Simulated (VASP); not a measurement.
A run of VASP 6.6.1:

POSCAR

```
Au
1.0
    2.9298905432      0.0000000000      0.0000000000
   -1.4649452716      2.5373596407      0.0000000000
    0.0000000000      0.0000000000      4.7341093611
Au
2
Direct
    0.3333333333      0.6666666667      0.7500000000
    0.6666666667      0.3333333333      0.2500000000
```

Contents of INCAR.step1:

```
PREC     = Accurate       # precision mode
ENCUT    = 520            # plane-wave cutoff, eV
ISMEAR   = 0              # smearing method
SIGMA    = 0.15           # smearing width, eV
LREAL    = F              # projectors in reciprocal space
LASPH    = T              # aspherical terms in the spheres
NELM     = 80             # most SCF steps
NBANDS   = 18             # bands
GGA      = PE             # functional
ALGO     = Normal         # electronic algorithm
EDIFF    = 1E-4           # SCF threshold, eV
LWAVE    = T              # write WAVECAR
LCHARG   = F              # write CHGCAR
```

INCAR.step2

```
PREC     = Accurate       # precision mode
ENCUT    = 520            # plane-wave cutoff, eV
EDIFF    = 1E-6           # SCF threshold, eV
ISMEAR   = 0              # smearing method
SIGMA    = 0.15           # smearing width, eV
LREAL    = F              # projectors in reciprocal space
LASPH    = T              # aspherical terms in the spheres
NELM     = 80             # most SCF steps
ALGO     = Normal         # electronic algorithm
ISIF     = 2              # what is computed and relaxed
LWAVE    = F              # write WAVECAR
LCHARG   = T              # write CHGCAR
METAGGA  = R2SCAN         # meta-GGA
LMIXTAU  = T            
LELF     = T              # ELF
LVHAR    = T            
NBANDS   = 18             # bands
ISTART   = 1
```

File KPOINTS:

```
regular mesh
0
Gamma
  24 24 14
```

Potentials or basis: VASP PAW PBE potentials, release 64 (Au).

The run is started by

```console
$ cat potpaw_PBE.64/Au/POTCAR > POTCAR
$ cp INCAR.step1 INCAR
$ mpirun -np 1 vasp_std > vasp.out
$ cp INCAR.step2 INCAR
$ mpirun -np 1 vasp_std > vasp.out
```

Hardware: 1 thread of Oxide Virtual Turin-like Processor, with other jobs on the host.

Question: How long does it take, and how much memory?

Answer: Wall time 32 min on 1 thread of Oxide Virtual Turin-like Processor, with other jobs on the host, peak memory 0.33 GiB. Counts: k points 488.
